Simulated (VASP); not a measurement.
# NaF (R-3m) in VASP: further runs

NaF is run at these levels: PBE, r2SCAN; tasks: single point.

Program: VASP 6.6.1. These are calculated values, not measurements. Logs are shortened: lines on timing, memory, paths and dates and some standing lists are left out, and cuts for length are marked.

### 1 The cell of the first run

Symmetry: R-3m, No. 166, trigonal system. Conventional cell: a = 3.951 Å, b = 3.951 Å, c = 5.114 Å, α = 90.00°, β = 90.00°, γ = 120.00°. Within 3.2 Å of Na (site symmetry -3m) lie 8 F at 2.43 to 2.56 Å and 6 Na at 2.85 Å. F (site symmetry -3m) has 8 Na at 2.43 to 2.56 Å and 6 F at 2.85 Å within 3.2 Å.

### 2 Single point, PBE (strain along [111] +5.7%)

INCAR

```
PREC = Accurate
ENCUT = 520
EDIFF = 1E-6
ISMEAR = -1
SIGMA = 0.02
LREAL = F
LASPH = T
NELM = 100
ALGO = Normal
ISIF = 2
LWAVE = F
LCHARG = F
GGA = PE
NBANDS = 14
```

KPOINTS

```
regular mesh
0
Gamma
  10 10 10
```

POSCAR

```
NaF
1.0
    2.8464683215      0.0529831030      0.0529831030
    0.0529831030      2.8464683215      0.0529831030
    0.0529831030      0.0529831030      2.8464683215
Na F
1 1
Direct
    0.0000000000      0.0000000000      0.0000000000
    0.5000000000      0.5000000000      0.5000000000
```

Potentials or basis: VASP PAW PBE potentials, release 64 (Na_pv, F).

Run with:

```console
> cat potpaw_PBE.64/Na_pv/POTCAR potpaw_PBE.64/F/POTCAR > POTCAR
> mpirun -np 1 vasp_std > vasp.out
```

OUTCAR:

```text
PREC = Accurate
   ENCUT = 520
   EDIFF = 1E-6
   ISMEAR = -1
   LREAL = F
   LASPH = T
   NELM = 100
   ISIF = 2
   GGA = PE

 ion  position               nearest neighbor table
   1  0.000  0.000  0.000-
   2  0.500  0.500  0.500-

  LATTYP: Found a trigonal (rhomboedric) cell.
 ALAT       =     2.8474543585
 COS(alpha) =     0.0375477054

  Lattice vectors:

 A1 = (   2.8464683215,   0.0529831030,   0.0529831030)
 A2 = (   0.0529831030,   2.8464683215,   0.0529831030)
 A3 = (   0.0529831030,   0.0529831030,   2.8464683215)

Analysis of symmetry for initial positions (statically):
=====================================================================
 Subroutine PRICEL returns:
 Original cell was already a primitive cell.

 Routine SETGRP: Setting up the symmetry group for a
 trigonal (rhombohedral) supercell.

 Subroutine GETGRP returns: Found 12 space group operations
 (whereof 12 operations were pure point group operations)
 out of a pool of 12 trial point group operations.

The static configuration has the point symmetry D_3d.

Analysis of symmetry for dynamics (positions and initial velocities):
=====================================================================
 Subroutine PRICEL returns:
 Original cell was already a primitive cell.

 Routine SETGRP: Setting up the symmetry group for a
 trigonal (rhombohedral) supercell.

 Subroutine GETGRP returns: Found 12 space group operations
 (whereof 12 operations were pure point group operations)
 out of a pool of 12 trial point group operations.

The dynamic configuration has the point symmetry D_3d.

 Subroutine INISYM returns: Found 12 space group operations
 (whereof 12 operations are pure point group operations),
 and found     1 'primitive' translations

----------------------------------------------------------------------------------------

                                     Primitive cell

  volume of cell :      23.0395

  direct lattice vectors                    reciprocal lattice vectors
     2.846468322  0.052983103  0.052983103     0.351551685 -0.006424077 -0.006424077
     0.052983103  2.846468322  0.052983103    -0.006424077  0.351551685 -0.006424077
     0.052983103  0.052983103  2.846468322    -0.006424077 -0.006424077  0.351551685

  length of vectors
     2.847454358  2.847454358  2.847454358     0.351669056  0.351669056  0.351669056

  position of ions in fractional coordinates (direct lattice)
     0.000000000  0.000000000  0.000000000
     0.500000000  0.500000000  0.500000000

  ion indices of the primitive-cell ions
   primitive index   ion index
                 1           1
                 2           2

----------------------------------------------------------------------------------------

 KPOINTS: regular mesh

Automatic generation of k-mesh.
 Grid dimensions read from file:
 generate k-points for:   10   10   10

 Generating k-lattice:

  Cartesian coordinates                     Fractional coordinates (reciprocal lattice)
     0.035155169 -0.000642408 -0.000642408     0.100000000  0.000000000  0.000000000
    -0.000642408  0.035155169 -0.000642408     0.000000000  0.100000000  0.000000000
    -0.000642408 -0.000642408  0.035155169     0.000000000  0.000000000  0.100000000

  Length of vectors
     0.035166906  0.035166906  0.035166906

  Shift w.r.t. Gamma in fractional coordinates (k-lattice)
     0.000000000  0.000000000  0.000000000

 Subroutine IBZKPT returns following result:
 ===========================================

 Found    116 irreducible k-points:

 Following reciprocal coordinates:
            Coordinates               Weight
  0.000000  0.000000  0.000000      1.000000
  0.100000 -0.000000 -0.000000      6.000000
  0.200000 -0.000000 -0.000000      6.000000
  0.300000 -0.000000  0.000000      6.000000
  0.400000 -0.000000 -0.000000      6.000000
  0.500000 -0.000000  0.000000      3.000000
[... 16 lines left out ...]
  0.300000  0.300000  0.000000      6.000000
  0.400000  0.300000 -0.000000     12.000000
 [... further k-points ...]
   k-points           NKPTS =    116   k-points in BZ     NKDIM =    116   number of bands    NBANDS=     14
   number of dos      NEDOS =    301   number of ions     NIONS =      2
   total plane-waves  NPLWV =  13824
   dimension x,y,z NGX =    24 NGY =   24 NGZ =   24
   dimension x,y,z NGXF=    48 NGYF=   48 NGZF=   48
   ions per type =               1   1
   NGX,Y,Z   is equivalent  to a cutoff of  14.01, 14.01, 14.01 a.u.
   NGXF,Y,Z  is equivalent  to a cutoff of  28.02, 28.02, 28.02 a.u.
 SYSTEM =  unknown system
   PREC   = accura    normal or accurate (medium, high low for compatibility)
   ISTART =      0    job   : 0-new  1-cont  2-samecut
   ICHARG =      2    charge: 1-file 2-atom 10-const
   ISPIN  =      1    spin polarized calculation?
   LNONCOLLINEAR =      F non collinear calculations
   LSORBIT =      F    spin-orbit coupling
   LASPH  =      T    aspherical Exc in radial PAW
   ENCUT  =  520.0 eV  38.22 Ry    6.18 a.u.   5.29  5.29  5.29*2*pi/ulx,y,z
   NELM   =    100;   NELMIN=  2; NELMDL= -5     # of ELM steps
   EDIFF  = 0.1E-05   stopping-criterion for ELM
   LREAL  =      F    real-space projection
   EDIFFG = 0.1E-04   stopping-criterion for IOM
   NSW    =      0    number of steps for IOM
   IBRION =     -1    ionic relax: 0-MD 1-quasi-New 2-CG
   NFREE  =      0    steps in history (QN), initial steepest desc. (CG)
   ISIF   =      2    stress and relaxation
   ISYM   =      2    0-nonsym 1-usesym 2-fastsym
   POTIM  = 0.5000    time-step for ionic-motion
   TEBEG  =    0.0;   TEEND  =   0.0 temperature during run
   PSTRESS=    0.0 pullay stress
   NELECT =      14.0000    total number of electrons
   NUPDOWN=      -1.0000    fix difference up-down
   EMIN   =  10.00;   EMAX   =-10.00  energy-range for DOS
   EFERMI =   0.00;   METHOD = LEGACY
   ISMEAR =    -1;   SIGMA  =   0.02  broadening in eV -4-tet -1-fermi 0-gaus
   EFERMI_NEDOS =   21; number of points for ismear=-14 and -15
   IALGO  =     38    algorithm
   IMIX   =      4    mixing-type and parameters
     AMIX     =   0.40;   BMIX     =  1.00
     AMIX_MAG =   1.60;   BMIX_MAG =  1.00
  volume/ion in A,a.u.               =      11.52        77.74
  Fermi-wavevector in a.u.,A,eV,Ry     =   1.386628  2.620346 26.160412  1.922736
  Thomas-Fermi vector in A             =   2.510925
   LORBIT       =      0    0 simple, 1 ext, 2 COOP (PROOUT), +10 PAW based schemes
   GGA     = PE    functional components
   LHFCALC =     F    Hartree Fock is set to
   AEXX    =    0.0000 exact exchange contribution
   IVDW    =     0    specifies the selected vdW correction
   LEPSILON=     F    determine dielectric tensor
   LRPA    =     F    only Hartree local field effects (RPA)
 non-spin polarized calculation
  energy-cutoff  :      520.00
  volume of cell :       23.04
 maximum number of plane-waves:       636
 NGX is ok and might be reduce to    24
   NGX = 11   NGY = 11   NGZ = 11

 number of electron      13.9999998 magnetization

 Free energy of the ion-electron system (eV)
  ---------------------------------------------------
  ext. energy  EPLUGINS =         0.00000000
  ---------------------------------------------------
  free energy    TOTEN  =        -8.25192169 eV

  energy without entropy =       -8.25192169  energy(sigma->0) =       -8.25192169

 E-fermi :  -0.4249     XC(G=0):  -9.6484

 val. band max:       -0.9341781947   @ k =   0.5000   0.5000  -0.0000
 cond. band min:       4.8407026856   @ k =   0.0000   0.0000   0.0000
 fundamental gap:      5.7748808803
 Fermi energy:        -0.4248710212

 k-point     1 :       0.0000    0.0000    0.0000
  band No.  band energies     occupation
      1     -21.0720      2.00000
      2     -21.0624      2.00000
      3     -21.0624      2.00000
      4     -20.6733      2.00000
      5      -1.2789      2.00000
      6      -1.2789      2.00000
      7      -1.1764      2.00000
      8       4.8407      0.00000
      9      14.6198      0.00000
     10      14.6198      0.00000
     11      21.7615      0.00000
     12      22.4910      0.00000
     13      22.4910      0.00000
     14      28.9632      0.00000

 k-point     2 :       0.1000   -0.0000   -0.0000
  band No.  band energies     occupation
      1     -21.1767      2.00000
      2     -21.0674      2.00000
      3     -21.0599      2.00000
      4     -20.5547      2.00000
      5      -1.5155      2.00000
      6      -1.2689      2.00000
      7      -1.1910      2.00000
      8       5.1740      0.00000
      9      14.4260      0.00000
     10      14.8026      0.00000
     11      21.8703      0.00000
     12      22.4538      0.00000
     13      22.6758      0.00000
     14      27.9165      0.00000

 k-point     3 :       0.2000   -0.0000   -0.0000
  band No.  band energies     occupation
      1     -21.3608      2.00000
      2     -21.0621      2.00000
      3     -21.0533      2.00000
      4     -20.3510      2.00000
      5      -2.1198      2.00000
      6      -1.2427      2.00000
      7      -1.1638      2.00000
      8       6.0290      0.00000
      9      13.8024      0.00000
     10      15.3497      0.00000
     11      21.9581      0.00000
     12      22.3448      0.00000
     13      23.5670      0.00000
     14      25.9220      0.00000
[... 324 lines left out ...]
 k-point    23 :       0.3000    0.3000    0.0000
  band No.  band energies     occupation
      1     -21.3957      2.00000
      2     -21.1904      2.00000
      3     -21.0374      2.00000
      4     -20.1505      2.00000
      5      -2.5431      2.00000
      6      -2.2124      2.00000
      7      -1.0566      2.00000
      8       8.7885      0.00000
      9      13.4973      0.00000
     10      14.2427      0.00000
     11      18.6786      0.00000
     12      22.0905      0.00000
     13      23.0362      0.00000
     14      23.8997      0.00000

 k-point    24 :       0.4000    0.3000   -0.0000
  band No.  band energies     occupation
      1     -21.4067      2.00000
      2     -21.1947      2.00000
      3     -21.0313      2.00000
      4     -20.1306      2.00000
      5      -2.8096      2.00000
      6      -2.2179      2.00000
      7      -1.0157      2.00000
      8       9.7721      0.00000
      9      12.4229      0.00000
     10      14.6878      0.00000
     11      17.4326      0.00000
     12      22.0914      0.00000
     13      23.3453      0.00000
     14      24.2957      0.00000

 [... further k-points ...]

------------------------ aborting loop because EDIFF is reached ----------------------------------------

  FORCE on cell =-STRESS in cart. coord.  units (eV):
  Direction    XX          YY          ZZ          XY          YZ          ZX
  --------------------------------------------------------------------------------------
  -------------------------------------------------------------------------------------
  Total        0.1468313      0.1468313      0.1468313      0.0109886      0.0109886      0.0109886
  in kB       10.2107156     10.2107156     10.2107156      0.7641493      0.7641493      0.7641493
  external PRESSURE =      10.2107156 kB  Pullay stress =       0.0000000 kB

 VOLUME and BASIS-vectors are now :
 -----------------------------------------------------------------------------
  energy-cutoff  :      520.00
  volume of cell :       23.04
      direct lattice vectors                 reciprocal lattice vectors
     2.846468322  0.052983103  0.052983103     0.351551685 -0.006424077 -0.006424077
     0.052983103  2.846468322  0.052983103    -0.006424077  0.351551685 -0.006424077
     0.052983103  0.052983103  2.846468322    -0.006424077 -0.006424077  0.351551685

 POSITION                                       TOTAL-FORCE (eV/Angst)
 -----------------------------------------------------------------------------------
      0.00000      0.00000      0.00000        -0.000000     -0.000000      0.000000
      1.47622      1.47622      1.47622         0.000000      0.000000      0.000000
 -----------------------------------------------------------------------------------
    total drift:                                0.000000      0.000000     -0.000000

  FREE ENERGIE OF THE ION-ELECTRON SYSTEM (eV)
  ---------------------------------------------------
  free  energy   TOTEN  =        -8.2519216876 eV

  energy  without entropy=       -8.2519216876  energy(sigma->0) =       -8.25192169
```

Run time: 28 s. Hardware: 1 thread of Intel Xeon 8259CL, shared host; peak memory 0.16 GiB.

Results:

```
Free energy            : -8.2519 eV
Pressure               : 1.0 GPa
Band gap on the k mesh : 5.77 eV (least direct gap 6.02 eV)
```

Stress tensor (GPa, compression positive):
```
1.02 0.08 0.08
0.08 1.02 0.08
0.08 0.08 1.02
```

Caveat: the cell differs from its parent crystal (strain along [111] +5.7%).

### 3 Single point, r2SCAN (strain along [111] +5.7%)

POSCAR is that of step 2.

INCAR.step1

```
PREC = Accurate ; ENCUT = 520
ISMEAR = 0 ; SIGMA = 0.01
LREAL = False ; LASPH = True
NELM = 100 ; NBANDS = 14
GGA = PE ; ALGO = Normal
EDIFF = 1E-4 ; LWAVE = True
LCHARG = False
```

INCAR.step2

```
PREC = Accurate ; ENCUT = 520
EDIFF = 1E-6 ; ISMEAR = 0
SIGMA = 0.01 ; LREAL = False
LASPH = True ; NELM = 100
ALGO = Normal ; ISIF = 2
LWAVE = False ; LCHARG = False
METAGGA = R2SCAN ; LMIXTAU = True
NBANDS = 14 ; ISTART = 1
```

KPOINTS is that of step 2.

Potentials or basis: VASP PAW PBE potentials, release 64 (Na_pv, F).

Run with:

```console
> cat potpaw_PBE.64/Na_pv/POTCAR potpaw_PBE.64/F/POTCAR > POTCAR
> cp INCAR.step1 INCAR
> mpirun -np 1 vasp_std > vasp.out
> cp INCAR.step2 INCAR
> mpirun -np 1 vasp_std > vasp.out
```

It took 2.2 min on 1 thread of Intel Xeon 8259CL, shared host; peak memory 0.16 GiB.

The run converged. Its results:

```
Free energy            : -12.2985 eV
Pressure               : -3.4 GPa
Band gap on the k mesh : 6.75 eV (least direct gap 7.00 eV)
```

Stress tensor (GPa, compression positive):
```
-3.37  0.17  0.17
 0.17 -3.37  0.17
 0.17  0.17 -3.37
```

Levels at points of the mesh, in eV from the valence-band top:
| k point | band 5 | band 6 | band 7 | band 8 | band 9 | band 10 |
| --- | --- | --- | --- | --- | --- | --- |
| (0.00, 0.00, 0.00) | -0.35 | -0.35 | -0.24 | 6.75 | 16.24 | 16.24 |
| (0.50, 0.00, 0.00) | -2.43 | -0.25 | -0.15 | 11.45 | 12.45 | 20.06 |
| (0.50, 0.50, 0.00) | -1.80 | -1.71 | 0.00 | 12.67 | 15.54 | 16.11 |
| (0.50, 0.50, 0.50) | -1.60 | -1.52 | -1.52 | 14.41 | 15.46 | 15.46 |

Caveat: the cell differs from its parent crystal (strain along [111] +5.7%); the cell stands under tension; the PAW data sets were made with another functional, which shifts forces and pressure a little. A k mesh can miss the band edges.
